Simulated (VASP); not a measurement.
Runs of VASP 6.6.1 on Pd. The structure is that of space group Fm-3m (No. 225), or close to it. The cells are those of the table. 

```csv
cell,gap on the mesh (eV),pressure (GPa)
"a = 2.824, b = 2.824, c = 2.751 Å, angles 60.9, 60.9, 58.3°, 1 atom",none,(c)
"a = 2.834, b = 2.834, c = 2.751 Å, angles 61.0, 61.0, 58.1°, 1 atom",none,-2.8
"a = 2.689, b = 2.689, c = 2.751 Å, angles 59.2, 59.2, 61.5°, 1 atom",none,18.2
"a = 2.771, b = 2.771, c = 2.751 Å, angles 60.2, 60.2, 59.5°, 1 atom",none,4.4
"a = 2.813, b = 2.813, c = 2.751 Å, angles 60.7, 60.7, 58.5°, 1 atom",none,(b)
"a = 2.710, b = 2.710, c = 2.751 Å, angles 59.5, 59.5, 61.0°, 1 atom",none,14.2
"a = 2.730, b = 2.730, c = 2.751 Å, angles 59.8, 59.8, 60.5°, 1 atom",none,(a)
"a = 2.792, b = 2.792, c = 2.751 Å, angles 60.5, 60.5, 59.0°, 1 atom",none,1.8
```

Alike in all rows: task single point; level PBE; potentials or basis VASP PAW PBE potentials, release 64 (Pd); no spin polarisation; k mesh 20 × 20 × 20; cutoff (eV) 520; smearing gaussian 0.15 eV.

Question: Estimate the missing entries.

Answer: (a) 10.6; (b) -0.7; (c) -1.8.

Caveats: the cell stands under pressure (at least some runs).

A k mesh can miss the band edges, and the runs leave out spin-orbit coupling on Pd.

A gap of «none» marks levels without a gap at the run's occupations.
